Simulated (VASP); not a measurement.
# GeSe (Pnma) in VASP: single point with PBE

Aim: the single point of GeSe with PBE.

All numbers are computed with VASP 6.6.1; they aren't measurements. Logs are shortened: lines on timing, memory, paths and dates and some standing lists are left out, and cuts for length are marked.

**1. The cell of the first run**

Symmetry: Pnma, No. 62, orthorhombic system. Conventional cell: a = 11.194 Å, b = 3.880 Å, c = 4.534 Å, α = 90.00°, β = 90.00°, γ = 90.00°. Ge (site symmetry m) has 3 Se at 2.59 to 2.60 Å within 3.4 Å. Se (site symmetry m) has 3 Ge at 2.59 to 2.60 Å within 3.4 Å.

**2. Single point, PBE**

INCAR reads:

```
SYSTEM = GeSe
ALGO     = Normal         ! electronic algorithm
EDIFF    = 1E-6           ! SCF threshold, eV
ENCUT    = 520            ! plane-wave cutoff, eV
GGA      = PE             ! functional
ISIF     = 2              ! what is computed and relaxed
ISMEAR   = 0              ! smearing method
LASPH    = .TRUE.         ! aspherical terms in the spheres
LCHARG   = .FALSE.        ! write CHGCAR
LREAL    = Auto         
LUSENCCL = .FALSE.      
LWAVE    = .FALSE.        ! write WAVECAR
NBANDS   = 182            ! bands
NELM     = 100            ! most SCF steps
PREC     = Accurate       ! precision mode
SIGMA    = 0.01           ! smearing width, eV
```

KPOINTS reads:

```
Automatic mesh
0
Gamma
  2 2 2
  0.5 0.5 0.5
```

POSCAR reads:

```
GeSe
1.0
    0.0000000000      7.7594287192      4.5342506580
    0.0000000000     -7.7594287192      4.5342506580
   11.1941400952      0.0000000000      0.0000000000
Ge Se
16 16
Direct
    0.3728425530      0.7478425530      0.1266618712
    0.1228425530      0.9978425530      0.1266618712
    0.6228425530      0.4978425530      0.1266618712
    0.8728425530      0.2478425530      0.1266618712
    0.8771574470      0.0021574470      0.8733381288
    0.6271574470      0.2521574470      0.8733381288
    0.1271574470      0.7521574470      0.8733381288
    0.3771574470      0.5021574470      0.8733381288
    0.7478425530      0.8728425530      0.3733381288
    0.4978425530      0.1228425530      0.3733381288
    0.9978425530      0.6228425530      0.3733381288
    0.2478425530      0.3728425530      0.3733381288
    0.5021574470      0.8771574470      0.6266618712
    0.2521574470      0.1271574470      0.6266618712
    0.7521574470      0.6271574470      0.6266618712
    0.0021574470      0.3771574470      0.6266618712
    0.5621684017      0.9371684017      0.8525597356
    0.3121684017      0.1871684017      0.8525597356
    0.8121684017      0.6871684017      0.8525597356
    0.0621684017      0.4371684017      0.8525597356
    0.6878315983      0.8128315983      0.1474402644
    0.4378315983      0.0628315983      0.1474402644
    0.9378315983      0.5628315983      0.1474402644
    0.1878315983      0.3128315983      0.1474402644
    0.9371684017      0.0621684017      0.6474402644
    0.6871684017      0.3121684017      0.6474402644
    0.1871684017      0.8121684017      0.6474402644
    0.4371684017      0.5621684017      0.6474402644
    0.3128315983      0.6878315983      0.3525597356
    0.0628315983      0.9378315983      0.3525597356
    0.5628315983      0.4378315983      0.3525597356
    0.8128315983      0.1878315983      0.3525597356
```

Potentials or basis: VASP PAW PBE potentials, release 64 (Ge_d, Se).

Started as:

```console
$ cat potpaw_PBE.64/Ge_d/POTCAR potpaw_PBE.64/Se/POTCAR > POTCAR
$ mpirun -np 1 vasp_std > vasp.out
```

OUTCAR:

```text
SYSTEM = GeSe
   EDIFF = 1E-6
   ENCUT = 520
   GGA = PE
   ISIF = 2
   ISMEAR = 0
   LASPH = .TRUE.
   LREAL = Auto
   NELM = 100
   PREC = Accurate

 ion  position               nearest neighbor table
   1  0.373  0.748  0.127-  29 2.59  22 2.60  21 2.60
   2  0.123  0.998  0.127-  30 2.59  24 2.60  22 2.60
   3  0.623  0.498  0.127-  31 2.59  23 2.60  21 2.60
   4  0.873  0.248  0.127-  32 2.59  24 2.60  23 2.60
   5  0.877  0.002  0.873-  25 2.59  19 2.60  17 2.60
   6  0.627  0.252  0.873-  26 2.59  18 2.60  17 2.60
[... 24 lines left out ...]
  31  0.563  0.438  0.353-   3 2.59  10 2.60  12 2.60
  32  0.813  0.188  0.353-   4 2.59   9 2.60  10 2.60

  LATTYP: Found a base centered orthorhombic cell.
 ALAT       =     9.0685013160
 B/A-ratio  =     1.7112924063
 C/A-ratio  =     1.2343980229

  Lattice vectors:

 A1 = (   0.0000000000,   7.7594287192,   4.5342506580)
 A2 = (   0.0000000000,  -7.7594287192,   4.5342506580)
 A3 = (  11.1941400952,   0.0000000000,   0.0000000000)

Analysis of symmetry for initial positions (statically):
=====================================================================
 Subroutine PRICEL returns following result:

  LATTYP: Found a simple orthorhombic cell.
 ALAT       =     3.8797143596
 B/A-ratio  =     1.1687073423
 C/A-ratio  =     2.8853000653

  Lattice vectors:

 A1 = (   0.0000000000,   3.8797143596,   0.0000000000)
 A2 = (   0.0000000000,   0.0000000000,   4.5342506580)
 A3 = (  11.1941400952,   0.0000000000,   0.0000000000)

   4 primitive cells build up your supercell.

 Routine SETGRP: Setting up the symmetry group for a
 base centered orthorhombic supercell.

 Subroutine GETGRP returns: Found  8 space group operations
 (whereof  2 operations were pure point group operations)
 out of a pool of  8 trial point group operations.

The static configuration has the point symmetry S_2 .
 The point group associated with its full space group is D_2h.

Analysis of symmetry for dynamics (positions and initial velocities):
=====================================================================
 Subroutine PRICEL returns following result:

  LATTYP: Found a simple orthorhombic cell.
 ALAT       =     3.8797143596
 B/A-ratio  =     1.1687073423
 C/A-ratio  =     2.8853000653

  Lattice vectors:

 A1 = (   0.0000000000,   3.8797143596,   0.0000000000)
[... 111 lines left out ...]
   TEBEG  =    0.0;   TEEND  =   0.0 temperature during run
   PSTRESS=    0.0 pullay stress
   NELECT =     320.0000    total number of electrons
   NUPDOWN=      -1.0000    fix difference up-down
   EMIN   =  10.00;   EMAX   =-10.00  energy-range for DOS
   EFERMI =   0.00;   METHOD = LEGACY
   ISMEAR =     0;   SIGMA  =   0.01  broadening in eV -4-tet -1-fermi 0-gaus
   EFERMI_NEDOS =   21; number of points for ismear=-14 and -15
   IALGO  =     38    algorithm
   IMIX   =      4    mixing-type and parameters
     AMIX     =   0.40;   BMIX     =  1.00
     AMIX_MAG =   1.60;   BMIX_MAG =  1.00
  volume/ion in A,a.u.               =      24.62       166.11
  Fermi-wavevector in a.u.,A,eV,Ry     =   1.212475  2.291246 20.001868  1.470096
  Thomas-Fermi vector in A             =   2.347958
   LORBIT       =      0    0 simple, 1 ext, 2 COOP (PROOUT), +10 PAW based schemes
   GGA     = PE    functional components
   LHFCALC =     F    Hartree Fock is set to
   AEXX    =    0.0000 exact exchange contribution
   IVDW    =     0    specifies the selected vdW correction
   LEPSILON=     F    determine dielectric tensor
   LRPA    =     F    only Hartree local field effects (RPA)
 non-spin polarized calculation
 Gauss-broadening in eV      SIGMA  =   0.01
  energy-cutoff  :      520.00
  volume of cell :      787.69
 maximum number of plane-waves:     21219
 NGX is ok and might be reduce to    70
   NGX = 33   NGY = 33   NGZ = 41

 number of electron     320.0000069 magnetization

 Free energy of the ion-electron system (eV)
  ---------------------------------------------------
  ext. energy  EPLUGINS =         0.00000000
  ---------------------------------------------------
  free energy    TOTEN  =      -135.59375042 eV

  energy without entropy =     -135.59375042  energy(sigma->0) =     -135.59375042

 E-fermi :   3.4981     XC(G=0):  -9.5839

 val. band max:        3.4419842963   @ k =  -0.2500   0.2500   0.2500
 cond. band min:       4.6982910950   @ k =  -0.2500   0.2500   0.2500
 fundamental gap:      1.2563067987
 Fermi energy:         3.4980832471

 k-point     1 :       0.2500    0.2500    0.2500
  band No.  band energies     occupation
      1     -20.8378      2.00000
      2     -20.8378      2.00000
      3     -20.8375      2.00000
      4     -20.8375      2.00000
      5     -20.8359      2.00000
      6     -20.8359      2.00000
[... 164 lines left out ...]
    171       6.0301      0.00000
    172       6.1515      0.00000

 k-point     2 :      -0.2500    0.2500    0.2500
  band No.  band energies     occupation
      1     -20.8378      2.00000
      2     -20.8378      2.00000
      3     -20.8372      2.00000
      4     -20.8372      2.00000
      5     -20.8367      2.00000
      6     -20.8366      2.00000
[... 164 lines left out ...]
    171       6.0783      0.00000
    172       6.0783      0.00000
 [bands above 172 left out]

------------------------ aborting loop because EDIFF is reached ----------------------------------------

  FORCE on cell =-STRESS in cart. coord.  units (eV):
  Direction    XX          YY          ZZ          XY          YZ          ZX
  --------------------------------------------------------------------------------------
  -------------------------------------------------------------------------------------
  Total        0.3982577     -0.7013502      0.3427417      0.0000000     -0.0000000      0.0000000
  in kB        0.8100630     -1.4265583      0.6971424      0.0000000     -0.0000000      0.0000000
  external PRESSURE =       0.0268823 kB  Pullay stress =       0.0000000 kB

 VOLUME and BASIS-vectors are now :
 -----------------------------------------------------------------------------
  energy-cutoff  :      520.00
  volume of cell :      787.69
      direct lattice vectors                 reciprocal lattice vectors
     0.000000000  7.759428719  4.534250658    -0.000000000  0.064437734  0.110271804
     0.000000000 -7.759428719  4.534250658     0.000000000 -0.064437734  0.110271804
    11.194140095  0.000000000  0.000000000     0.089332454  0.000000000 -0.000000000

 POSITION                                       TOTAL-FORCE (eV/Angst)
 -----------------------------------------------------------------------------------
      1.41787     -2.90979      5.08147        -0.067060      0.000000     -0.018332
      1.41787     -6.78950      5.08147        -0.067060      0.000000     -0.018332
      1.41787      0.96993      5.08147        -0.067060      0.000000     -0.018332
      1.41787      4.84964      5.08147        -0.067060      0.000000     -0.018332
      9.77627      6.78950      3.98703         0.067060      0.000000      0.018332
      9.77627      2.90979      3.98703         0.067060      0.000000      0.018332
[... 24 lines left out ...]
      3.94660      0.96993      4.53726         0.047753      0.000000      0.023160
      3.94660      4.84964      4.53726         0.047753      0.000000      0.023160
 -----------------------------------------------------------------------------------
    total drift:                                0.000000     -0.000000      0.000000

  FREE ENERGIE OF THE ION-ELECTRON SYSTEM (eV)
  ---------------------------------------------------
  free  energy   TOTEN  =      -135.5937504156 eV

  energy  without entropy=     -135.5937504156  energy(sigma->0) =     -135.59375042
```

OSZICAR:

```text
N       E                     dE             d eps       ncg     rms          rms(c)
DAV:   1     0.561373037105E+04    0.56137E+04   -0.12272E+05   944   0.366E+03
DAV:   2     0.122225315552E+04   -0.43915E+04   -0.42475E+04   728   0.114E+03
DAV:   3     0.592332880593E+02   -0.11630E+04   -0.11118E+04   784   0.296E+02
DAV:   4    -0.125744756535E+03   -0.18498E+03   -0.17851E+03   880   0.115E+02
DAV:   5    -0.136601162120E+03   -0.10856E+02   -0.10715E+02   824   0.272E+01    0.135E+01
DAV:   6    -0.135652267418E+03    0.94889E+00   -0.67432E+00   936   0.642E+00    0.798E+00
DAV:   7    -0.135637774890E+03    0.14493E-01   -0.21877E+00  1008   0.248E+00    0.189E+00
DAV:   8    -0.135605073160E+03    0.32702E-01   -0.67220E-01   920   0.245E+00    0.622E-01
DAV:   9    -0.135593271662E+03    0.11801E-01   -0.12911E-01   936   0.117E+00    0.283E-01
DAV:  10    -0.135593479662E+03   -0.20800E-03   -0.78297E-03   872   0.229E-01    0.105E-01
DAV:  11    -0.135593827728E+03   -0.34807E-03   -0.18014E-03  1008   0.766E-02    0.605E-02
DAV:  12    -0.135593737225E+03    0.90502E-04   -0.35420E-04  1000   0.385E-02    0.150E-02
DAV:  13    -0.135593748580E+03   -0.11354E-04   -0.64909E-05   656   0.144E-02    0.847E-03
DAV:  14    -0.135593749986E+03   -0.14061E-05   -0.30362E-06   608   0.541E-03    0.574E-03
DAV:  15    -0.135593750416E+03   -0.42977E-06   -0.22127E-06   544   0.463E-03
   1 F= -.13559375E+03 E0= -.13559375E+03  d E =-.606383E-16
```

stdout:

```text
Offloading initialized ...    1 GPUs detected
 POSCAR found type information on POSCAR GeSe
 POSCAR found :  2 types and      32 ions
 scaLAPACK will be used selectively (only on CPU)
 LDA part: xc-table for (Slater+PW92), standard interpolation
 POSCAR, INCAR and KPOINTS ok, starting setup
 FFT: planning ... GRIDC
 FFT: planning ... GRID_SOFT
 FFT: planning ... GRID
 WAVECAR not read
 entering main loop
```

Wall time 88 s (1 × NVIDIA H100 80GB with 1 thread of AMD EPYC 7R13 (Zen 3), shared host); peak memory 1.7 GiB.

Results:

| Item | Value |
| --- | --- |
| Free energy | -135.5938 eV |
| Pressure | 0.0 GPa |
| Largest force | 0.070 eV/Å |
| Band gap on the k mesh | 1.26 eV |

Forces on the atoms (eV/Å):
```
Ge  -0.067  0.000 -0.018
Ge  -0.067  0.000 -0.018
Ge  -0.067  0.000 -0.018
Ge  -0.067  0.000 -0.018
Ge   0.067  0.000  0.018
Ge   0.067  0.000  0.018
Ge   0.067  0.000  0.018
Ge   0.067  0.000  0.018
Ge   0.067  0.000 -0.018
Ge   0.067  0.000 -0.018
Ge   0.067  0.000 -0.018
Ge   0.067  0.000 -0.018
Ge  -0.067  0.000  0.018
Ge  -0.067  0.000  0.018
Ge  -0.067  0.000  0.018
Ge  -0.067  0.000  0.018
Se   0.048  0.000 -0.023
Se   0.048  0.000 -0.023
Se   0.048  0.000 -0.023
Se   0.048  0.000 -0.023
Se  -0.048  0.000  0.023
Se  -0.048  0.000  0.023
Se  -0.048  0.000  0.023
Se  -0.048  0.000  0.023
Se  -0.048  0.000 -0.023
Se  -0.048  0.000 -0.023
Se  -0.048  0.000 -0.023
Se  -0.048  0.000 -0.023
Se   0.048  0.000  0.023
Se   0.048  0.000  0.023
Se   0.048  0.000  0.023
Se   0.048  0.000  0.023
```

A k mesh can miss the band edges.
